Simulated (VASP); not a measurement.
## Hf: electric field gradients with PBE

Crystal: Hf.

```
CELL_PARAMETERS angstrom
3.20577 0.00000 0.00000
-1.60289 2.77628 0.00000
0.00000 0.00000 5.06550
ATOMIC_POSITIONS crystal
Hf 0.33333 0.66667 0.25000
Hf 0.66667 0.33333 0.75000
```

```yaml
Program: VASP 6.6.1
Task: electric field gradients
Functional: PBE
Potentials_or_basis: VASP PAW PBE potentials, release 64 (Hf_pv)
Cutoff: 520 eV
k_mesh: 16 × 16 × 10
Occupations: gaussian, width 0.05 eV
Spin: no spin polarisation
Dipole_correction: no
Further_INCAR_settings: ALGO = Fast; EDIFF = 1e-08; NBANDS = 17
```

* Pressure: -0.4 GPa
* Band gap on the k mesh: zero (bands 10 and 11 overlap by 1.56 eV)
* Largest electric field gradient by atom: Hf +82.3 V/Å²

Stress tensor (GPa, compression positive):
```
-0.40  0.00  0.00
 0.00 -0.40  0.00
 0.00  0.00 -0.54
```

Levels at points of the mesh, in eV from the Fermi level:
| k point | band 6 | band 7 | band 8 | band 9 | band 10 | band 11 | band 12 | band 13 | band 14 | band 15 |
| --- | --- | --- | --- | --- | --- | --- | --- | --- | --- | --- |
| (0.00, 0.00, 0.00) | -30.25 | -7.37 | -3.70 | 0.61 | 1.16 | 1.16 | 1.45 | 1.98 | 1.98 | 2.60 |
| (0.50, 0.00, 0.00) | -30.33 | -3.36 | -2.73 | -2.22 | -0.83 | 0.77 | 0.85 | 1.66 | 5.82 | 6.32 |
| (0.00, 0.00, 0.50) | -30.31 | -5.40 | -5.40 | 0.14 | 0.14 | 1.05 | 1.05 | 1.05 | 1.05 | 4.74 |
| (0.50, 0.00, 0.50) | -30.44 | -3.40 | -3.40 | -0.98 | -0.98 | 1.14 | 1.14 | 2.61 | 2.61 | 6.03 |

Electric field gradients, principal values (V/Å²):
| atom | least | middle | greatest (by size) |
| --- | --- | --- | --- |
| 1 Hf | -41.138 | -41.139 | 82.277 |
| 2 Hf | -41.138 | -41.139 | 82.277 |

It took 3.6 min on 1 thread of Intel Xeon 8259CL, with other jobs on the host, peak memory 0.25 GiB.

Caveat: without QUAD_EFG the Cq values of the log hold for a quadrupole moment of 1 mb, not for the nuclei; spin-orbit coupling is left out, which moves the levels of the heavy elements.
